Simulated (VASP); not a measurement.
# Na2CdF6 (Fm-3m) in VASP: single point with r2SCAN

Aim: the single point of Na2CdF6 with r2SCAN.

Program: VASP 6.6.1. These are calculated values, not measurements. Logs are shortened: lines on timing, memory, paths and dates and some standing lists are left out, and cuts for length are marked.

### 1 The cell of the first run

The structure is cubic, space group Fm-3m (No. 225). The conventional cell has a = 7.841 Å, b = 7.841 Å, c = 7.841 Å, α = 90.00°, β = 90.00°, γ = 90.00°. Within 3.7 Å of Na (site symmetry -43m) lie 12 F at 2.79 Å and 4 Cd at 3.40 Å. Within 2.1 Å of Cd (site symmetry m-3m) lie 6 F at 1.61 Å. Within 2.1 Å of F (site symmetry 4mm) lie 1 Cd at 1.61 Å.

### 2 Single point, r2SCAN

Contents of POSCAR:

```
Na2CdF6
1.0
    0.0000000000      3.9206740000      3.9206740000
    3.9206740000      0.0000000000      3.9206740000
    3.9206740000      3.9206740000      0.0000000000
Na Cd F
2 1 6
Direct
    0.2500000000      0.2500000000      0.2500000000
    0.7500000000      0.7500000000      0.7500000000
    0.0000000000      0.0000000000      0.0000000000
    0.7950000000      0.2050000000      0.2050000000
    0.2050000000      0.7950000000      0.2050000000
    0.2050000000      0.7950000000      0.7950000000
    0.7950000000      0.2050000000      0.7950000000
    0.2050000000      0.2050000000      0.7950000000
    0.7950000000      0.7950000000      0.2050000000
```

Contents of INCAR.step1:

```
ALGO = Normal
EDIFF = 1E-4
ENCUT = 520
GGA = PE
ISMEAR = -1
LASPH = True
LCHARG = False
LREAL = False
LWAVE = True
NBANDS = 44
NELM = 60
PREC = Accurate
SIGMA = 0.1
```

Contents of INCAR.step2:

```
ALGO = Normal
EDIFF = 1E-6
ENCUT = 520
ISIF = 2
ISMEAR = -1
ISTART = 1
LASPH = True
LCHARG = False
LMIXTAU = True
LREAL = False
LWAVE = False
METAGGA = R2SCAN
NBANDS = 44
NELM = 60
PREC = Accurate
SIGMA = 0.1
```

Contents of KPOINTS:

```
k-points
0
Gamma
  8 8 8
```

Potentials or basis: VASP PAW PBE potentials, release 64 (Na_pv, Cd, F).

Started as:

```sh
> cat potpaw_PBE.64/Na_pv/POTCAR potpaw_PBE.64/Cd/POTCAR potpaw_PBE.64/F/POTCAR > POTCAR
> cp INCAR.step1 INCAR
> mpirun -np 1 vasp_std > vasp.out
> cp INCAR.step2 INCAR
> mpirun -np 1 vasp_std > vasp.out
```

OUTCAR:

```text
EDIFF = 1E-6
   ENCUT = 520
   ISIF = 2
   ISMEAR = -1
   ISTART = 1
   LASPH = True
   LREAL = False
   METAGGA = R2SCAN
   NELM = 60
   PREC = Accurate

 ion  position               nearest neighbor table
   1  0.250  0.250  0.250-
   2  0.750  0.750  0.750-
   3  0.000  0.000  0.000-   4 1.61   5 1.61   6 1.61   7 1.61   8 1.61   9 1.61
   4  0.795  0.205  0.205-   3 1.61
   5  0.205  0.795  0.205-   3 1.61
   6  0.205  0.795  0.795-   3 1.61
   7  0.795  0.205  0.795-   3 1.61
   8  0.205  0.205  0.795-   3 1.61
   9  0.795  0.795  0.205-   3 1.61

  LATTYP: Found a face centered cubic cell.
 ALAT       =     7.8413480000

  Lattice vectors:

 A1 = (   0.0000000000,   3.9206740000,   3.9206740000)
 A2 = (   3.9206740000,   0.0000000000,   3.9206740000)
 A3 = (   3.9206740000,   3.9206740000,   0.0000000000)

Analysis of symmetry for initial positions (statically):
=====================================================================
 Subroutine PRICEL returns:
 Original cell was already a primitive cell.

 Routine SETGRP: Setting up the symmetry group for a
 face centered cubic supercell.

 Subroutine GETGRP returns: Found 48 space group operations
 (whereof 48 operations were pure point group operations)
 out of a pool of 48 trial point group operations.

The static configuration has the point symmetry O_h .

Analysis of symmetry for dynamics (positions and initial velocities):
=====================================================================
 Subroutine PRICEL returns:
 Original cell was already a primitive cell.

 Routine SETGRP: Setting up the symmetry group for a
 face centered cubic supercell.

 Subroutine GETGRP returns: Found 48 space group operations
 (whereof 48 operations were pure point group operations)
 out of a pool of 48 trial point group operations.

The dynamic configuration has the point symmetry O_h .

 Subroutine INISYM returns: Found 48 space group operations
 (whereof 48 operations are pure point group operations),
 and found     1 'primitive' translations

----------------------------------------------------------------------------------------

                                     Primitive cell

  volume of cell :     120.5347

  direct lattice vectors                    reciprocal lattice vectors
     0.000000000  3.920674000  3.920674000    -0.127529093  0.127529093  0.127529093
     3.920674000  0.000000000  3.920674000     0.127529093 -0.127529093  0.127529093
     3.920674000  3.920674000  0.000000000     0.127529093  0.127529093 -0.127529093

  length of vectors
     5.544670344  5.544670344  5.544670344     0.220886869  0.220886869  0.220886869

  position of ions in fractional coordinates (direct lattice)
     0.250000000  0.250000000  0.250000000
     0.750000000  0.750000000  0.750000000
     0.000000000  0.000000000  0.000000000
     0.795000000  0.205000000  0.205000000
     0.205000000  0.795000000  0.205000000
     0.205000000  0.795000000  0.795000000
     0.795000000  0.205000000  0.795000000
     0.205000000  0.205000000  0.795000000
     0.795000000  0.795000000  0.205000000

  ion indices of the primitive-cell ions
   primitive index   ion index
                 1           1
                 2           2
                 3           3
                 4           4
                 5           5
                 6           6
                 7           7
                 8           8
                 9           9

----------------------------------------------------------------------------------------

 KPOINTS: k-points

Automatic generation of k-mesh.
 Grid dimensions read from file:
 generate k-points for:    8    8    8

 Generating k-lattice:

  Cartesian coordinates                     Fractional coordinates (reciprocal lattice)
    -0.015941137  0.015941137  0.015941137     0.125000000  0.000000000  0.000000000
     0.015941137 -0.015941137  0.015941137     0.000000000  0.125000000  0.000000000
     0.015941137  0.015941137 -0.015941137     0.000000000  0.000000000  0.125000000

  Length of vectors
     0.027610859  0.027610859  0.027610859

  Shift w.r.t. Gamma in fractional coordinates (k-lattice)
     0.000000000  0.000000000  0.000000000

 Subroutine IBZKPT returns following result:
 ===========================================

 Found     29 irreducible k-points:

 Following reciprocal coordinates:
            Coordinates               Weight
  0.000000  0.000000  0.000000      1.000000
  0.125000  0.000000  0.000000      8.000000
  0.250000  0.000000  0.000000      8.000000
  0.375000  0.000000  0.000000      8.000000
  0.500000  0.000000  0.000000      4.000000
  0.125000  0.125000  0.000000      6.000000
[... 16 lines left out ...]
  0.500000  0.250000  0.125000     48.000000
 -0.375000  0.250000  0.125000     24.000000
 [... further k-points ...]
   k-points           NKPTS =     29   k-points in BZ     NKDIM =     29   number of bands    NBANDS=     44
   number of dos      NEDOS =    301   number of ions     NIONS =      9
   total plane-waves  NPLWV =  74088
   dimension x,y,z NGX =    42 NGY =   42 NGZ =   42
   dimension x,y,z NGXF=    84 NGYF=   84 NGZF=   84
   ions per type =               2   1   6
   NGX,Y,Z   is equivalent  to a cutoff of  12.59, 12.59, 12.59 a.u.
   NGXF,Y,Z  is equivalent  to a cutoff of  25.19, 25.19, 25.19 a.u.
 SYSTEM =  unknown system
   PREC   = accura    normal or accurate (medium, high low for compatibility)
   ISTART =      1    job   : 0-new  1-cont  2-samecut
   ICHARG =      0    charge: 1-file 2-atom 10-const
   ISPIN  =      1    spin polarized calculation?
   LNONCOLLINEAR =      F non collinear calculations
   LSORBIT =      F    spin-orbit coupling
   LASPH  =      T    aspherical Exc in radial PAW
   ENCUT  =  520.0 eV  38.22 Ry    6.18 a.u.  10.31 10.31 10.31*2*pi/ulx,y,z
   NELM   =     60;   NELMIN=  2; NELMDL=  0     # of ELM steps
   EDIFF  = 0.1E-05   stopping-criterion for ELM
   LREAL  =      F    real-space projection
   EDIFFG = 0.1E-04   stopping-criterion for IOM
   NSW    =      0    number of steps for IOM
   IBRION =     -1    ionic relax: 0-MD 1-quasi-New 2-CG
   NFREE  =      0    steps in history (QN), initial steepest desc. (CG)
   ISIF   =      2    stress and relaxation
   ISYM   =      2    0-nonsym 1-usesym 2-fastsym
   POTIM  = 0.5000    time-step for ionic-motion
   TEBEG  =    0.0;   TEEND  =   0.0 temperature during run
   PSTRESS=    0.0 pullay stress
   NELECT =      68.0000    total number of electrons
   NUPDOWN=      -1.0000    fix difference up-down
   EMIN   =  10.00;   EMAX   =-10.00  energy-range for DOS
   EFERMI =   0.00;   METHOD = LEGACY
   ISMEAR =    -1;   SIGMA  =   0.10  broadening in eV -4-tet -1-fermi 0-gaus
   EFERMI_NEDOS =   21; number of points for ismear=-14 and -15
   IALGO  =     38    algorithm
   IMIX   =      4    mixing-type and parameters
     AMIX     =   0.40;   BMIX     =  1.00
     AMIX_MAG =   1.60;   BMIX_MAG =  1.00
  volume/ion in A,a.u.               =      13.39        90.38
  Fermi-wavevector in a.u.,A,eV,Ry     =   1.352717  2.556265 24.896543  1.829844
  Thomas-Fermi vector in A             =   2.480033
   LORBIT       =      0    0 simple, 1 ext, 2 COOP (PROOUT), +10 PAW based schemes
   METAGGA = R2SCAN    functional components
   LHFCALC =     F    Hartree Fock is set to
   AEXX    =    0.0000 exact exchange contribution
   IVDW    =     0    specifies the selected vdW correction
   LEPSILON=     F    determine dielectric tensor
   LRPA    =     F    only Hartree local field effects (RPA)
 non-spin polarized calculation
  energy-cutoff  :      520.00
  volume of cell :      120.53
 maximum number of plane-waves:      3287
 NGX is ok and might be reduce to    42
   NGX = 21   NGY = 21   NGZ = 21

 number of electron      68.0000027 magnetization

 Free energy of the ion-electron system (eV)
  ---------------------------------------------------
  ext. energy  EPLUGINS =         0.00000000
  ---------------------------------------------------
  free energy    TOTEN  =       -42.26826883 eV

  energy without entropy =      -42.06741633  energy(sigma->0) =      -42.16784258

 E-fermi :   2.3825     XC(G=0):  -9.3440

 val. band max:        2.3761458538   @ k =  -0.3750   0.1250   0.0000
 cond. band min:       2.3966005106   @ k =  -0.2500   0.2500   0.0000
 fundamental gap:      0.0204546568
 Fermi energy:         2.3825098219

 k-point     1 :       0.0000    0.0000    0.0000
  band No.  band energies     occupation
      1     -26.7138      2.00000
      2     -26.2580      2.00000
      3     -26.2580      2.00000
      4     -25.0275      2.00000
      5     -25.0275      2.00000
      6     -25.0275      2.00000
[... 36 lines left out ...]
     43      11.7611      0.00000
     44      12.1736      0.00000

 k-point     2 :       0.1250    0.0000    0.0000
  band No.  band energies     occupation
      1     -26.7094      2.00000
      2     -26.2593      2.00000
      3     -26.2593      2.00000
      4     -25.0365      2.00000
      5     -25.0264      2.00000
      6     -25.0264      2.00000
[... 36 lines left out ...]
     43      11.4759      0.00000
     44      12.5914      0.00000

 k-point     3 :       0.2500    0.0000    0.0000
  band No.  band energies     occupation
      1     -26.6997      2.00000
      2     -26.2631      2.00000
      3     -26.2631      2.00000
      4     -25.0583      2.00000
      5     -25.0243      2.00000
      6     -25.0243      2.00000
[... 36 lines left out ...]
     43      11.5689      0.00000
     44      13.3938      0.00000

 k-point     4 :       0.3750    0.0000    0.0000
  band No.  band energies     occupation
      1     -26.6900      2.00000
      2     -26.2668      2.00000
      3     -26.2668      2.00000
      4     -25.0801      2.00000
      5     -25.0222      2.00000
      6     -25.0222      2.00000
[... 882 lines left out ...]
     43      11.9268      0.00000
     44      13.5115      0.00000

 k-point    23 :       0.5000    0.2500    0.1250
  band No.  band energies     occupation
      1     -26.6849      2.00000
      2     -26.2748      2.00000
      3     -26.2630      2.00000
      4     -25.0687      2.00000
      5     -25.0397      2.00000
      6     -25.0250      2.00000
[... 36 lines left out ...]
     43      12.2858      0.00000
     44      13.4574      0.00000

 k-point    24 :      -0.3750    0.2500    0.1250
  band No.  band energies     occupation
      1     -26.6816      2.00000
      2     -26.2750      2.00000
      3     -26.2654      2.00000
      4     -25.0751      2.00000
      5     -25.0342      2.00000
      6     -25.0296      2.00000
[... 36 lines left out ...]
     43      12.7586      0.00000
     44      13.1345      0.00000

 [... further k-points ...]

------------------------ aborting loop because EDIFF is reached ----------------------------------------

  FORCE on cell =-STRESS in cart. coord.  units (eV):
  Direction    XX          YY          ZZ          XY          YZ          ZX
  --------------------------------------------------------------------------------------
  -------------------------------------------------------------------------------------
  Total       73.5252097     73.5252097     73.5252097      0.0000000     -0.0000000     -0.0000000
  in kB      977.3152158    977.3152158    977.3152158      0.0000000     -0.0000000     -0.0000000
  external PRESSURE =     977.3152158 kB  Pullay stress =       0.0000000 kB

 VOLUME and BASIS-vectors are now :
 -----------------------------------------------------------------------------
  energy-cutoff  :      520.00
  volume of cell :      120.53
      direct lattice vectors                 reciprocal lattice vectors
     0.000000000  3.920674000  3.920674000    -0.127529093  0.127529093  0.127529093
     3.920674000  0.000000000  3.920674000     0.127529093 -0.127529093  0.127529093
     3.920674000  3.920674000  0.000000000     0.127529093  0.127529093 -0.127529093

 POSITION                                       TOTAL-FORCE (eV/Angst)
 -----------------------------------------------------------------------------------
      1.96034      1.96034      1.96034        -0.000000     -0.000000     -0.000000
      5.88101      5.88101      5.88101        -0.000000     -0.000000      0.000000
      0.00000      0.00000      0.00000        -0.000000      0.000000      0.000000
      1.60748      3.92067      3.92067        23.756160      0.000000      0.000000
      3.92067      1.60748      3.92067        -0.000000     23.756160      0.000000
      6.23387      3.92067      3.92067       -23.756160      0.000000      0.000000
      3.92067      6.23387      3.92067        -0.000000    -23.756160      0.000000
      3.92067      3.92067      1.60748        -0.000000      0.000000     23.756160
      3.92067      3.92067      6.23387        -0.000000      0.000000    -23.756160
 -----------------------------------------------------------------------------------
    total drift:                               -0.000000     -0.000000      0.000000

  FREE ENERGIE OF THE ION-ELECTRON SYSTEM (eV)
  ---------------------------------------------------
  free  energy   TOTEN  =       -42.2682688271 eV

  energy  without entropy=      -42.0674163303  energy(sigma->0) =      -42.16784258
```

It took 10 min on 1 thread of Intel Xeon Platinum 8259CL at 2.50GHz (Skylake/Cascade Lake), shared host; peak memory 0.36 GiB.

What came out:

| Property | Result |
| --- | --- |
| Free energy | -42.2683 eV |
| Pressure | 97.7 GPa |
| Largest force | 23.756 eV/Å |
| Band gap on the k mesh | zero (bands 34 and 35 overlap by 0.19 eV) |

Forces on the atoms (eV/Å):
```
Na    0.000   0.000   0.000
Na    0.000   0.000   0.000
Cd    0.000   0.000   0.000
F    23.756   0.000   0.000
F     0.000  23.756   0.000
F   -23.756   0.000   0.000
F     0.000 -23.756   0.000
F     0.000   0.000  23.756
F     0.000   0.000 -23.756
```

Caveat: the cell stands under pressure; the PAW data sets were made with another functional, which shifts forces and pressure a little.
